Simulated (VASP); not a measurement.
# NaF (I-4m2) in VASP: a series of runs, part 2 of 2

VASP 6.6.1. The steps go on from the part before.

**3. Single point, r2SCAN (epitaxial xy strain -0.7%)**

File POSCAR:

```
NaF
1.0
    0.0000000000      2.5148081609      2.5616422415
    2.5148081609      0.0000000000      2.5616422415
    2.5148081609      2.5148081609      0.0000000000
Na F
1 1
Direct
    0.0000000000      0.0000000000      0.0000000000
    0.2500000000      0.2500000000      0.2500000000
```

File INCAR.step1:

```
  ALGO = Normal
  EDIFF = 1E-4
  ENCUT = 520
  GGA = PE
  ISMEAR = 0
  LASPH = T
  LCHARG = F
  LREAL = F
  LWAVE = T
  NBANDS = 14
  NELM = 100
  PREC = Accurate
  SIGMA = 0.01
```

File INCAR.step2:

```
  ALGO = Normal
  EDIFF = 1E-7
  ENCUT = 520
  ISIF = 2
  ISMEAR = 0
  ISTART = 1
  LASPH = T
  LCHARG = F
  LMIXTAU = T
  LREAL = F
  LWAVE = F
  METAGGA = R2SCAN
  NBANDS = 14
  NELM = 100
  PREC = Accurate
  SIGMA = 0.01
```

File KPOINTS:

```
k-points
0
Gamma
  8 8 8
```

Potentials or basis: VASP PAW PBE potentials, release 64 (Na_pv, F).

Started as:

```sh
$ cat potpaw_PBE.64/Na_pv/POTCAR potpaw_PBE.64/F/POTCAR > POTCAR
$ cp INCAR.step1 INCAR
$ mpirun -np 1 vasp_std > vasp.out
$ cp INCAR.step2 INCAR
$ mpirun -np 1 vasp_std > vasp.out
```

OUTCAR:

```text
EDIFF = 1E-7
   ENCUT = 520
   ISIF = 2
   ISMEAR = 0
   ISTART = 1
   LASPH = T
   LREAL = F
   METAGGA = R2SCAN
   NELM = 100
   PREC = Accurate

 ion  position               nearest neighbor table
   1  0.000  0.000  0.000-   2 2.19   2 2.19   2 2.19   2 2.19
   2  0.250  0.250  0.250-   1 2.19   1 2.19   1 2.19   1 2.19

  LATTYP: Found a body centered tetragonal cell.
 ALAT       =     3.5564758079
 C/A-ratio  =     1.4405509161

  Lattice vectors:

 A1 = (  -2.5148081609,   0.0000000000,   2.5616422415)
 A2 = (   2.5148081609,   0.0000000000,   2.5616422415)
 A3 = (   0.0000000000,   2.5148081609,  -2.5616422415)

Analysis of symmetry for initial positions (statically):
=====================================================================
 Subroutine PRICEL returns:
 Original cell was already a primitive cell.

 Routine SETGRP: Setting up the symmetry group for a
 body centered tetragonal supercell.

 Subroutine GETGRP returns: Found  8 space group operations
 (whereof  8 operations were pure point group operations)
 out of a pool of 16 trial point group operations.

The static configuration has the point symmetry D_2d.

Analysis of symmetry for dynamics (positions and initial velocities):
=====================================================================
 Subroutine PRICEL returns:
 Original cell was already a primitive cell.

 Routine SETGRP: Setting up the symmetry group for a
 body centered tetragonal supercell.

 Subroutine GETGRP returns: Found  8 space group operations
 (whereof  8 operations were pure point group operations)
 out of a pool of 16 trial point group operations.

The dynamic configuration has the point symmetry D_2d.

 Subroutine INISYM returns: Found  8 space group operations
 (whereof  8 operations are pure point group operations),
 and found     1 'primitive' translations

----------------------------------------------------------------------------------------

                                     Primitive cell

  volume of cell :      32.4010

  direct lattice vectors                    reciprocal lattice vectors
     0.000000000  2.514808161  2.561642241    -0.198822323  0.198822323  0.195187287
     2.514808161  0.000000000  2.561642241     0.198822323 -0.198822323  0.195187287
     2.514808161  2.514808161  0.000000000     0.198822323  0.198822323 -0.195187287

  length of vectors
     3.589745264  3.589745264  3.556475808     0.342284544  0.342284544  0.342284544

  position of ions in fractional coordinates (direct lattice)
     0.000000000  0.000000000  0.000000000
     0.250000000  0.250000000  0.250000000

  ion indices of the primitive-cell ions
   primitive index   ion index
                 1           1
                 2           2

----------------------------------------------------------------------------------------

 KPOINTS: k-points

Automatic generation of k-mesh.
 Grid dimensions read from file:
 generate k-points for:    8    8    8

 Generating k-lattice:

  Cartesian coordinates                     Fractional coordinates (reciprocal lattice)
    -0.024852790  0.024852790  0.024398411     0.125000000  0.000000000  0.000000000
     0.024852790 -0.024852790  0.024398411     0.000000000  0.125000000  0.000000000
     0.024852790  0.024852790 -0.024398411     0.000000000  0.000000000  0.125000000

  Length of vectors
     0.042785568  0.042785568  0.042785568

  Shift w.r.t. Gamma in fractional coordinates (k-lattice)
     0.000000000  0.000000000  0.000000000

 Subroutine IBZKPT returns following result:
 ===========================================

 Found     59 irreducible k-points:

 Following reciprocal coordinates:
            Coordinates               Weight
  0.000000  0.000000  0.000000      1.000000
  0.125000  0.000000  0.000000      8.000000
  0.250000  0.000000  0.000000      8.000000
  0.375000  0.000000  0.000000      8.000000
  0.500000  0.000000  0.000000      4.000000
  0.125000  0.125000  0.000000      2.000000
[... 16 lines left out ...]
  0.250000  0.000000  0.125000     16.000000
  0.375000  0.000000  0.125000     16.000000
 [... further k-points ...]
   k-points           NKPTS =     59   k-points in BZ     NKDIM =     59   number of bands    NBANDS=     14
   number of dos      NEDOS =    301   number of ions     NIONS =      2
   total plane-waves  NPLWV =  21952
   dimension x,y,z NGX =    28 NGY =   28 NGZ =   28
   dimension x,y,z NGXF=    56 NGYF=   56 NGZF=   56
   ions per type =               1   1
   NGX,Y,Z   is equivalent  to a cutoff of  12.97, 12.97, 13.09 a.u.
   NGXF,Y,Z  is equivalent  to a cutoff of  25.93, 25.93, 26.18 a.u.
 SYSTEM =  unknown system
   PREC   = accura    normal or accurate (medium, high low for compatibility)
   ISTART =      1    job   : 0-new  1-cont  2-samecut
   ICHARG =      0    charge: 1-file 2-atom 10-const
   ISPIN  =      1    spin polarized calculation?
   LNONCOLLINEAR =      F non collinear calculations
   LSORBIT =      F    spin-orbit coupling
   LASPH  =      T    aspherical Exc in radial PAW
   ENCUT  =  520.0 eV  38.22 Ry    6.18 a.u.   6.67  6.67  6.61*2*pi/ulx,y,z
   NELM   =    100;   NELMIN=  2; NELMDL=  0     # of ELM steps
   EDIFF  = 0.1E-06   stopping-criterion for ELM
   LREAL  =      F    real-space projection
   EDIFFG = 0.1E-05   stopping-criterion for IOM
   NSW    =      0    number of steps for IOM
   IBRION =     -1    ionic relax: 0-MD 1-quasi-New 2-CG
   NFREE  =      0    steps in history (QN), initial steepest desc. (CG)
   ISIF   =      2    stress and relaxation
   ISYM   =      2    0-nonsym 1-usesym 2-fastsym
   POTIM  = 0.5000    time-step for ionic-motion
   TEBEG  =    0.0;   TEEND  =   0.0 temperature during run
   PSTRESS=    0.0 pullay stress
   NELECT =      14.0000    total number of electrons
   NUPDOWN=      -1.0000    fix difference up-down
   EMIN   =  10.00;   EMAX   =-10.00  energy-range for DOS
   EFERMI =   0.00;   METHOD = LEGACY
   ISMEAR =     0;   SIGMA  =   0.01  broadening in eV -4-tet -1-fermi 0-gaus
   EFERMI_NEDOS =   21; number of points for ismear=-14 and -15
   IALGO  =     38    algorithm
   IMIX   =      4    mixing-type and parameters
     AMIX     =   0.40;   BMIX     =  1.00
     AMIX_MAG =   1.60;   BMIX_MAG =  1.00
  volume/ion in A,a.u.               =      16.20       109.33
  Fermi-wavevector in a.u.,A,eV,Ry     =   1.237651  2.338821 20.841124  1.531779
  Thomas-Fermi vector in A             =   2.372209
   LORBIT       =      0    0 simple, 1 ext, 2 COOP (PROOUT), +10 PAW based schemes
   METAGGA = R2SCAN    functional components
   LHFCALC =     F    Hartree Fock is set to
   AEXX    =    0.0000 exact exchange contribution
   IVDW    =     0    specifies the selected vdW correction
   LEPSILON=     F    determine dielectric tensor
   LRPA    =     F    only Hartree local field effects (RPA)
 non-spin polarized calculation
 Gauss-broadening in eV      SIGMA  =   0.01
  energy-cutoff  :      520.00
  volume of cell :       32.40
 maximum number of plane-waves:       893
   NGX = 13   NGY = 13   NGZ = 13

 number of electron      13.9999983 magnetization

 Free energy of the ion-electron system (eV)
  ---------------------------------------------------
  ext. energy  EPLUGINS =         0.00000000
  ---------------------------------------------------
  free energy    TOTEN  =       -12.32149489 eV

  energy without entropy =      -12.32149489  energy(sigma->0) =      -12.32149489

 E-fermi :  -3.8753     XC(G=0):  -8.2353

 val. band max:       -3.9829756434   @ k =  -0.1250   0.1250   0.0000
 cond. band min:       2.2877840455   @ k =   0.0000   0.0000   0.0000
 fundamental gap:      6.2707596889
 Fermi energy:        -3.8753184956

 k-point     1 :       0.0000    0.0000    0.0000
  band No.  band energies     occupation
      1     -23.8574      2.00000
      2     -23.3992      2.00000
      3     -23.3990      2.00000
      4     -23.3961      2.00000
      5      -3.9977      2.00000
      6      -3.9857      2.00000
      7      -3.9857      2.00000
      8       2.2878      0.00000
      9      16.4970      0.00000
     10      16.5427      0.00000
     11      16.5429      0.00000
     12      17.5822      0.00000
     13      17.8922      0.00000
     14      17.8924      0.00000
[... 375 lines left out ...]
 k-point    24 :       0.3750    0.0000    0.1250
  band No.  band energies     occupation
      1     -24.2368      2.00000
      2     -23.4145      2.00000
      3     -23.4104      2.00000
      4     -22.9649      2.00000
      5      -4.6168      2.00000
      6      -4.0629      2.00000
      7      -4.0454      2.00000
      8       4.9867      0.00000
      9      10.1562      0.00000
     10      13.4005      0.00000
     11      14.3304      0.00000
     12      17.1574      0.00000
     13      19.1593      0.00000
     14      19.4424      0.00000

 [... further k-points ...]
[... 5 lines left out ...]
  --------------------------------------------------------------------------------------
  -------------------------------------------------------------------------------------
  Total       -0.0613458     -0.0613458     -0.0815409      0.0000000     -0.0000000     -0.0000000
  in kB       -3.0334504     -3.0334504     -4.0320704      0.0000000     -0.0000000     -0.0000000
  external PRESSURE =      -3.3663237 kB  Pullay stress =       0.0000000 kB

 VOLUME and BASIS-vectors are now :
 -----------------------------------------------------------------------------
  energy-cutoff  :      520.00
  volume of cell :       32.40
      direct lattice vectors                 reciprocal lattice vectors
     0.000000000  2.514808161  2.561642241    -0.198822323  0.198822323  0.195187287
     2.514808161  0.000000000  2.561642241     0.198822323 -0.198822323  0.195187287
     2.514808161  2.514808161  0.000000000     0.198822323  0.198822323 -0.195187287

 POSITION                                       TOTAL-FORCE (eV/Angst)
 -----------------------------------------------------------------------------------
      0.00000      0.00000      0.00000         0.000000      0.000000      0.000000
      1.25740      1.25740      1.28082         0.000000      0.000000     -0.000000
 -----------------------------------------------------------------------------------
    total drift:                                0.000003      0.000003      0.000046

  FREE ENERGIE OF THE ION-ELECTRON SYSTEM (eV)
  ---------------------------------------------------
  free  energy   TOTEN  =       -12.3214948861 eV

  energy  without entropy=      -12.3214948861  energy(sigma->0) =      -12.32149489
```

OSZICAR.step1:

```text
N       E                     dE             d eps       ncg     rms          rms(c)
DAV:   1     0.109335206678E+03    0.10934E+03   -0.77018E+03  1682   0.113E+03
DAV:   2    -0.331465758838E+01   -0.11265E+03   -0.10498E+03  1814   0.325E+02
DAV:   3    -0.950784800829E+01   -0.61932E+01   -0.61807E+01  2054   0.707E+01
DAV:   4    -0.956832917182E+01   -0.60481E-01   -0.60478E-01  1880   0.772E+00
DAV:   5    -0.956907494750E+01   -0.74578E-03   -0.74577E-03  2132   0.847E-01    0.604E+00
DAV:   6    -0.838691890528E+01    0.11822E+01   -0.41911E+00  2316   0.166E+01    0.207E+00
DAV:   7    -0.837036848911E+01    0.16550E-01   -0.39028E-02  1712   0.203E+00    0.119E+00
DAV:   8    -0.838096629267E+01   -0.10598E-01   -0.43805E-02  1778   0.330E+00    0.211E-01
DAV:   9    -0.838366917016E+01   -0.27029E-02   -0.96114E-03  1982   0.105E+00    0.202E-01
DAV:  10    -0.838318788711E+01    0.48128E-03   -0.37926E-03  1856   0.801E-01    0.197E-02
DAV:  11    -0.838318922267E+01   -0.13356E-05   -0.83047E-05  1950   0.972E-02
   1 F= -.83831892E+01 E0= -.83831892E+01  d E =-.173035E-35
```

It took 2 min on 1 thread of AMD EPYC 7R13 (Zen 3), shared host; peak memory 0.13 GiB.

What came out:

```yaml
Free_energy: -12.3215 eV
Pressure: -0.3 GPa
Band_gap_on_the_k_mesh: 6.27 eV, indirect (the least direct gap lies 2.7 meV higher)
```

Caveat: the cell differs from its parent crystal (epitaxial xy strain -0.7%); the PAW data sets were made with another functional, which shifts forces and pressure a little.
